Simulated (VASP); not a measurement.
# Bi2Se3 (R-3m) in VASP: a series of runs, part 2 of 2

VASP 6.6.1.

### Step 3. Electric field gradients, PBEsol (volume scaled by 0.98)

The input, INCAR:

```
PREC = Accurate
ENCUT = 520
EDIFF = 1E-8
ISMEAR = -1
SIGMA = 0.03
LREAL = F
LASPH = T
NELM = 60
ALGO = Normal
ISIF = 2
LWAVE = F
LCHARG = F
GGA = PS
LEFG = T
NBANDS = 32
```

The input, KPOINTS:

```
Automatic mesh
0
Gamma
  6 6 6
```

The input, POSCAR:

```
Bi2Se3
1.0
    2.0575961980      1.1879537188      9.4812654522
   -2.0575961980      1.1879537188      9.4812654522
    0.0000000000     -2.3759074377      9.4812654522
Bi Se
2 3
Direct
    0.4008000000      0.4008000000      0.4008000000
    0.5992000000      0.5992000000      0.5992000000
    0.0000000000      0.0000000000      0.0000000000
    0.2117000000      0.2117000000      0.2117000000
    0.7883000000      0.7883000000      0.7883000000
```

Potentials or basis: VASP PAW PBE potentials, release 64 (Bi_d, Se).

Launch:

```console
$ cat potpaw_PBE.64/Bi_d/POTCAR potpaw_PBE.64/Se/POTCAR > POTCAR
$ mpirun -np 1 vasp_std > vasp.out
```

OUTCAR:

```text
PREC = Accurate
   ENCUT = 520
   EDIFF = 1E-8
   ISMEAR = -1
   LREAL = F
   LASPH = T
   NELM = 60
   ISIF = 2
   GGA = PS

 ion  position               nearest neighbor table
   1  0.401  0.401  0.401-   5 2.83   5 2.83   5 2.83   3 3.05   3 3.05   3 3.05
   2  0.599  0.599  0.599-   4 2.83   4 2.83   4 2.83   3 3.05   3 3.05   3 3.05
   3  0.000  0.000  0.000-   2 3.05   2 3.05   1 3.05   1 3.05   2 3.05   1 3.05
   4  0.212  0.212  0.212-   2 2.83   2 2.83   2 2.83
   5  0.788  0.788  0.788-   1 2.83   1 2.83   1 2.83

  LATTYP: Found a trigonal (rhomboedric) cell.
 ALAT       =     9.7744222708
 COS(alpha) =     0.9113725817

  Lattice vectors:

 A1 = (   2.0575961980,   1.1879537188,   9.4812654522)
 A2 = (  -2.0575961980,   1.1879537188,   9.4812654522)
 A3 = (   0.0000000000,  -2.3759074377,   9.4812654522)

Analysis of symmetry for initial positions (statically):
=====================================================================
 Subroutine PRICEL returns:
 Original cell was already a primitive cell.

 Routine SETGRP: Setting up the symmetry group for a
 trigonal (rhombohedral) supercell.

 Subroutine GETGRP returns: Found 12 space group operations
 (whereof 12 operations were pure point group operations)
 out of a pool of 12 trial point group operations.

The static configuration has the point symmetry D_3d.

Analysis of symmetry for dynamics (positions and initial velocities):
=====================================================================
 Subroutine PRICEL returns:
 Original cell was already a primitive cell.

 Routine SETGRP: Setting up the symmetry group for a
 trigonal (rhombohedral) supercell.

 Subroutine GETGRP returns: Found 12 space group operations
 (whereof 12 operations were pure point group operations)
 out of a pool of 12 trial point group operations.

The dynamic configuration has the point symmetry D_3d.

 Subroutine INISYM returns: Found 12 space group operations
 (whereof 12 operations are pure point group operations),
 and found     1 'primitive' translations

----------------------------------------------------------------------------------------

                                     Primitive cell

  volume of cell :     139.0520

  direct lattice vectors                    reciprocal lattice vectors
     2.057596198  1.187953719  9.481265452     0.243002004  0.140297273  0.035157051
    -2.057596198  1.187953719  9.481265452    -0.243002004  0.140297273  0.035157051
     0.000000000 -2.375907438  9.481265452     0.000000000 -0.280594545  0.035157051

  length of vectors
     9.774422271  9.774422271  9.774422271     0.282788467  0.282788467  0.282788467

  position of ions in fractional coordinates (direct lattice)
     0.400800000  0.400800000  0.400800000
     0.599200000  0.599200000  0.599200000
     0.000000000  0.000000000  0.000000000
     0.211700000  0.211700000  0.211700000
     0.788300000  0.788300000  0.788300000

  ion indices of the primitive-cell ions
   primitive index   ion index
                 1           1
                 2           2
                 3           3
[... 88 lines left out ...]
   EFERMI =   0.00;   METHOD = LEGACY
   ISMEAR =    -1;   SIGMA  =   0.03  broadening in eV -4-tet -1-fermi 0-gaus
   EFERMI_NEDOS =   21; number of points for ismear=-14 and -15
   IALGO  =     38    algorithm
   IMIX   =      4    mixing-type and parameters
     AMIX     =   0.40;   BMIX     =  1.00
     AMIX_MAG =   1.60;   BMIX_MAG =  1.00
  volume/ion in A,a.u.               =      27.81       187.67
  Fermi-wavevector in a.u.,A,eV,Ry     =   1.148408  2.170176 17.943917  1.318841
  Thomas-Fermi vector in A             =   2.285083
   LORBIT       =      0    0 simple, 1 ext, 2 COOP (PROOUT), +10 PAW based schemes
   GGA     = PS    functional components
   LHFCALC =     F    Hartree Fock is set to
   AEXX    =    0.0000 exact exchange contribution
   IVDW    =     0    specifies the selected vdW correction
   LEPSILON=     F    determine dielectric tensor
   LRPA    =     F    only Hartree local field effects (RPA)
 non-spin polarized calculation
  energy-cutoff  :      520.00
  volume of cell :      139.05
 maximum number of plane-waves:      3773
 NGX is ok and might be reduce to    80
   NGX = 37   NGY = 37   NGZ = 37

 number of electron      47.9999998 magnetization

 Free energy of the ion-electron system (eV)
  ---------------------------------------------------
  ext. energy  EPLUGINS =         0.00000000
  ---------------------------------------------------
  free energy    TOTEN  =       -22.04270616 eV

  energy without entropy =      -22.04250987  energy(sigma->0) =      -22.04260802

 E-fermi :   5.1378     XC(G=0):  -9.7729

 val. band max:        5.0754042769   @ k =   0.0000   0.0000   0.0000
 cond. band min:       5.2002985704   @ k =   0.0000   0.0000   0.0000
 fundamental gap:      0.1248942936
 Fermi energy:         5.1378404814

 k-point     1 :       0.0000    0.0000    0.0000
  band No.  band energies     occupation
      1     -17.9870      2.00000
      2     -17.9870      2.00000
      3     -17.9849      2.00000
      4     -17.9849      2.00000
      5     -17.9743      2.00000
      6     -17.9714      2.00000
[... 829 lines left out ...]
     31      10.0877      0.00000
     32      11.4437      0.00000

 [... further k-points ...]
[... 5 lines left out ...]
  --------------------------------------------------------------------------------------
  -------------------------------------------------------------------------------------
  Total        0.8868632      0.8868632      0.9011919      0.0000000     -0.0000000      0.0000000
  in kB       10.2185665     10.2185665     10.3836646      0.0000000     -0.0000000      0.0000000
  external PRESSURE =      10.2735992 kB  Pullay stress =       0.0000000 kB

 VOLUME and BASIS-vectors are now :
 -----------------------------------------------------------------------------
  energy-cutoff  :      520.00
  volume of cell :      139.05
      direct lattice vectors                 reciprocal lattice vectors
     2.057596198  1.187953719  9.481265452     0.243002004  0.140297273  0.035157051
    -2.057596198  1.187953719  9.481265452    -0.243002004  0.140297273  0.035157051
     0.000000000 -2.375907438  9.481265452     0.000000000 -0.280594545  0.035157051

 POSITION                                       TOTAL-FORCE (eV/Angst)
 -----------------------------------------------------------------------------------
      0.00000     -0.00000     11.40027         0.000000      0.000000     -0.255824
      0.00000     -0.00000     17.04352         0.000000     -0.000000      0.255824
      0.00000      0.00000      0.00000         0.000000      0.000000     -0.000000
      0.00000     -0.00000      6.02155         0.000000      0.000000     -0.259553
      0.00000     -0.00000     22.42224         0.000000     -0.000000      0.259553
 -----------------------------------------------------------------------------------
    total drift:                                0.000000      0.000000     -0.000000

  FREE ENERGIE OF THE ION-ELECTRON SYSTEM (eV)
  ---------------------------------------------------
  free  energy   TOTEN  =       -22.0427061587 eV

  energy  without entropy=      -22.0425098715  energy(sigma->0) =      -22.04260802

 Electric field gradients (V/A^2)
---------------------------------------------------------------------
 ion       V_xx      V_yy      V_zz      V_xy      V_xz      V_yz
---------------------------------------------------------------------
   1      -1.774    -1.774     3.549    -0.000    -0.000     0.000
   2      -1.774    -1.774     3.549    -0.000     0.000     0.000
   3     -36.485   -36.485    72.969    -0.000     0.000     0.000
   4       6.752     6.752   -13.504    -0.000    -0.000     0.000
   5       6.752     6.752   -13.504     0.000     0.000     0.000
---------------------------------------------------------------------

 Electric field gradients after diagonalization (V/A^2)
 (convention: |V_zz| > |V_xx| > |V_yy|)
----------------------------------------------------------------------
 ion       V_xx      V_yy      V_zz     asymmetry (V_yy - V_xx)/ V_zz
----------------------------------------------------------------------
   1      -1.774    -1.774     3.549       0.000
   2      -1.774    -1.774     3.549       0.000
   3     -36.485   -36.485    72.969       0.000
   4       6.752     6.752   -13.504       0.000
   5       6.752     6.752   -13.504       0.000
----------------------------------------------------------------------

           NMR quadrupolar parameters

 Cq : quadrupolar parameter    Cq=e*Q*V_zz/h
 eta: asymmetry parameters     (V_yy - V_xx)/ V_zz
 Q  : nuclear electric quadrupole moment in mb (millibarn)
----------------------------------------------------------------------
 ion       Cq(MHz)       eta       Q (mb)
----------------------------------------------------------------------
   1       0.009       0.000       1.000
   2       0.009       0.000       1.000
   3       0.176       0.000       1.000
   4      -0.033       0.000       1.000
   5      -0.033       0.000       1.000
----------------------------------------------------------------------
```

OSZICAR:

```text
N       E                     dE             d eps       ncg     rms          rms(c)
DAV:   1     0.469975332876E+03    0.46998E+03   -0.22844E+04  2048   0.157E+03
DAV:   2     0.328837855997E+02   -0.43709E+03   -0.41951E+03  2088   0.416E+02
DAV:   3    -0.204957476276E+02   -0.53380E+02   -0.50878E+02  2736   0.151E+02
DAV:   4    -0.226713587962E+02   -0.21756E+01   -0.21626E+01  2248   0.315E+01
DAV:   5    -0.227522578912E+02   -0.80899E-01   -0.80888E-01  2968   0.641E+00    0.513E+00
DAV:   6    -0.220483439916E+02    0.70391E+00   -0.91164E-01  2856   0.709E+00    0.322E+00
DAV:   7    -0.220419653517E+02    0.63786E-02   -0.31137E-01  2360   0.236E+00    0.162E+00
DAV:   8    -0.220429778333E+02   -0.10125E-02   -0.38574E-02  2584   0.104E+00    0.516E-01
DAV:   9    -0.220426138493E+02    0.36398E-03   -0.18417E-03  2576   0.386E-01    0.110E-01
DAV:  10    -0.220426800075E+02   -0.66158E-04   -0.83545E-04  2376   0.145E-01    0.473E-02
DAV:  11    -0.220426952419E+02   -0.15234E-04   -0.80927E-05  2432   0.588E-02    0.272E-02
DAV:  12    -0.220427059163E+02   -0.10674E-04   -0.27537E-05  2304   0.254E-02    0.614E-03
DAV:  13    -0.220427062459E+02   -0.32954E-06   -0.22802E-06  2904   0.127E-02    0.335E-03
DAV:  14    -0.220427061862E+02    0.59722E-07   -0.39650E-07  2424   0.335E-03    0.914E-04
DAV:  15    -0.220427061493E+02    0.36805E-07   -0.44512E-08  2104   0.140E-03    0.273E-04
DAV:  16    -0.220427061587E+02   -0.93996E-08   -0.63314E-09  1648   0.576E-04
   1 F= -.22042706E+02 E0= -.22042608E+02  d E =-.196287E-03
```

stdout:

```text
POSCAR found type information on POSCAR BiSe
 POSCAR found :  2 types and       5 ions
 scaLAPACK will be used
 -----------------------------------------------------------------------------
|                                                                             |
|                                                                             |
|     You enforced a specific xc type in the INCAR file but a different       |
|     I HOPE YOU KNOW WHAT YOU ARE DOING!                                     |
|                                                                             |
 -----------------------------------------------------------------------------

 LDA part: xc-table for (Slater+PW92), standard interpolation
 POSCAR, INCAR and KPOINTS ok, starting setup
 FFT: planning ... GRIDC
 FFT: planning ... GRID_SOFT
 FFT: planning ... GRID
 WAVECAR not read
 entering main loop
ion   1

ion   2

ion   3

ion   4

ion   5
```

Wall time 14 min (1 thread of Intel Xeon Platinum 8559C (Emerald Rapids), shared host); peak memory 0.92 GiB.

Results:

| Property | Result |
| --- | --- |
| Free energy | -22.0427 eV |
| Pressure | 1.0 GPa |
| Largest force | 0.260 eV/Å |
| Band gap on the k mesh | 0.12 eV, direct |

Forces on the atoms (eV/Å):
```
Bi   0.000  0.000 -0.256
Bi   0.000  0.000  0.256
Se   0.000  0.000  0.000
Se   0.000  0.000 -0.260
Se   0.000  0.000  0.260
```

Electric field gradients, principal values (V/Å²):
| atom | least | middle | greatest (by size) |
| --- | --- | --- | --- |
| 1 Bi | -1.774 | -1.774 | 3.549 |
| 2 Bi | -1.774 | -1.774 | 3.549 |
| 3 Se | -36.485 | -36.485 | 72.969 |
| 4 Se | 6.752 | 6.752 | -13.504 |
| 5 Se | 6.752 | 6.752 | -13.504 |

Caveat: without QUAD_EFG the Cq values of the log hold for a quadrupole moment of 1 mb, not for the nuclei; the PAW data sets were made with another functional, which shifts forces and pressure a little; spin-orbit coupling is left out, which moves the levels of the heavy elements. A k mesh can miss the band edges.

### Step 4. Electric field gradients, PBEsol (volume scaled by 1.01)

The input, INCAR:

```
PREC = Accurate
ENCUT = 520
EDIFF = 1E-8
ISMEAR = -1
SIGMA = 0.03
LREAL = False
LASPH = True
NELM = 100
ALGO = Normal
ISIF = 2
LWAVE = False
LCHARG = False
GGA = PS
LEFG = True
NBANDS = 32
```

KPOINTS is that of step 3.

POSCAR: that of step 3 with these lines changed.

```diff
@@ -2,5 +2,5 @@
 1.0
-    2.0575961980      1.1879537188      9.4812654522
-   -2.0575961980      1.1879537188      9.4812654522
-    0.0000000000     -2.3759074377      9.4812654522
+    2.0783814048      1.1999540635      9.5770422928
+   -2.0783814048      1.1999540635      9.5770422928
+    0.0000000000     -2.3999081271      9.5770422928
 Bi Se
```

Potentials or basis: VASP PAW PBE potentials, release 64 (Bi_d, Se).

Launch:

```console
$ cat potpaw_PBE.64/Bi_d/POTCAR potpaw_PBE.64/Se/POTCAR > POTCAR
$ mpirun -np 1 vasp_std > vasp.out
```

OUTCAR:

```text
PREC = Accurate
   ENCUT = 520
   EDIFF = 1E-8
   ISMEAR = -1
   LREAL = False
   LASPH = True
   NELM = 100
   ISIF = 2
   GGA = PS

 ion  position               nearest neighbor table
   1  0.401  0.401  0.401-   5 2.86   5 2.86   5 2.86   3 3.08   3 3.08   3 3.08
   2  0.599  0.599  0.599-   4 2.86   4 2.86   4 2.86   3 3.08   3 3.08   3 3.08
   3  0.000  0.000  0.000-   2 3.08   1 3.08   2 3.08   2 3.08   1 3.08   1 3.08
   4  0.212  0.212  0.212-   2 2.86   2 2.86   2 2.86
   5  0.788  0.788  0.788-   1 2.86   1 2.86   1 2.86

  LATTYP: Found a trigonal (rhomboedric) cell.
 ALAT       =     9.8731604918
 COS(alpha) =     0.9113725817

  Lattice vectors:

 A1 = (   2.0783814048,   1.1999540635,   9.5770422928)
 A2 = (  -2.0783814048,   1.1999540635,   9.5770422928)
 A3 = (   0.0000000000,  -2.3999081271,   9.5770422928)

Analysis of symmetry for initial positions (statically):
=====================================================================
 Subroutine PRICEL returns:
 Original cell was already a primitive cell.

 Routine SETGRP: Setting up the symmetry group for a
[... 1048 lines left out ...]
      0.00000     -0.00000     22.64875         0.000000     -0.000000      0.020667
 -----------------------------------------------------------------------------------
    total drift:                                0.000000      0.000000     -0.000000

  FREE ENERGIE OF THE ION-ELECTRON SYSTEM (eV)
  ---------------------------------------------------
  free  energy   TOTEN  =       -22.0446762388 eV

  energy  without entropy=      -22.0445237945  energy(sigma->0) =      -22.04460002

 Electric field gradients (V/A^2)
---------------------------------------------------------------------
 ion       V_xx      V_yy      V_zz      V_xy      V_xz      V_yz
---------------------------------------------------------------------
   1      -1.984    -1.984     3.967    -0.000    -0.000     0.000
   2      -1.984    -1.984     3.967    -0.000     0.000     0.000
   3     -36.366   -36.366    72.732    -0.000     0.000     0.000
   4       6.362     6.362   -12.724    -0.000    -0.000     0.000
   5       6.362     6.362   -12.724     0.000     0.000     0.000
---------------------------------------------------------------------

 Electric field gradients after diagonalization (V/A^2)
 (convention: |V_zz| > |V_xx| > |V_yy|)
----------------------------------------------------------------------
 ion       V_xx      V_yy      V_zz     asymmetry (V_yy - V_xx)/ V_zz
----------------------------------------------------------------------
   1      -1.984    -1.984     3.967       0.000
   2      -1.984    -1.984     3.967       0.000
   3     -36.366   -36.366    72.732       0.000
   4       6.362     6.362   -12.724       0.000
   5       6.362     6.362   -12.724       0.000
----------------------------------------------------------------------

           NMR quadrupolar parameters

 Cq : quadrupolar parameter    Cq=e*Q*V_zz/h
 eta: asymmetry parameters     (V_yy - V_xx)/ V_zz
 Q  : nuclear electric quadrupole moment in mb (millibarn)
----------------------------------------------------------------------
 ion       Cq(MHz)       eta       Q (mb)
----------------------------------------------------------------------
   1       0.010       0.000       1.000
   2       0.010       0.000       1.000
   3       0.176       0.000       1.000
   4      -0.031       0.000       1.000
   5      -0.031       0.000       1.000
----------------------------------------------------------------------
```

stdout:

```text
POSCAR found type information on POSCAR BiSe
 POSCAR found :  2 types and       5 ions
 scaLAPACK will be used
 -----------------------------------------------------------------------------
|                                                                             |
|                                                                             |
|     You enforced a specific xc type in the INCAR file but a different       |
|     I HOPE YOU KNOW WHAT YOU ARE DOING!                                     |
|                                                                             |
 -----------------------------------------------------------------------------

 LDA part: xc-table for (Slater+PW92), standard interpolation
 POSCAR, INCAR and KPOINTS ok, starting setup
 FFT: planning ... GRIDC
 FFT: planning ... GRID_SOFT
 FFT: planning ... GRID
 WAVECAR not read
 entering main loop
ion   1

ion   2

ion   3

ion   4

ion   5
```

Wall time 14 min (1 thread of Intel Xeon Platinum 8559C (Emerald Rapids), shared host); peak memory 0.93 GiB.

What came out:

- Free energy: -22.0447 eV
- Pressure: -0.9 GPa
- Largest force: 0.161 eV/Å
- Band gap on the k mesh: 0.15 eV, direct

Forces in eV/Å, atoms in the order of the input:
```
Bi   0.000  0.000 -0.161
Bi   0.000  0.000  0.161
Se   0.000  0.000  0.000
Se   0.000  0.000 -0.021
Se   0.000  0.000  0.021
```

Electric field gradients, principal values (V/Å²):
```csv
atom,least,middle,greatest (by size)
1 Bi,-1.984,-1.984,3.967
2 Bi,-1.984,-1.984,3.967
3 Se,-36.366,-36.366,72.732
4 Se,6.362,6.362,-12.724
5 Se,6.362,6.362,-12.724
```

Caveat: without QUAD_EFG the Cq values of the log hold for a quadrupole moment of 1 mb, not for the nuclei; the PAW data sets were made with another functional, which shifts forces and pressure a little; spin-orbit coupling is left out, which moves the levels of the heavy elements. A k mesh can miss the band edges.

### Step 5. The runs side by side

```tsv
cell	gap on the mesh (eV)	pressure (GPa)	largest force (eV/Å)
a = 9.835 Å, angles 24.1°, 5 atoms	0.16	1.0	0.27
a = 9.774 Å, angles 24.3°, 5 atoms	0.12	1.0	0.26
a = 9.873 Å, angles 24.3°, 5 atoms	0.15	-0.9	0.16
```

Alike in all rows: task electric field gradients; level PBEsol; potentials or basis VASP PAW PBE potentials, release 64 (Bi_d, Se); no spin polarisation; k mesh 6 × 6 × 6; cutoff (eV) 520; smearing fermi-dirac 0.03 eV.

Caveats: the PAW data sets were made with another functional, which shifts forces and pressure a little; spin-orbit coupling is left out, which moves the levels of the heavy elements.

Total energies depend on the potentials used, so only differences within one code and one set of settings carry meaning.
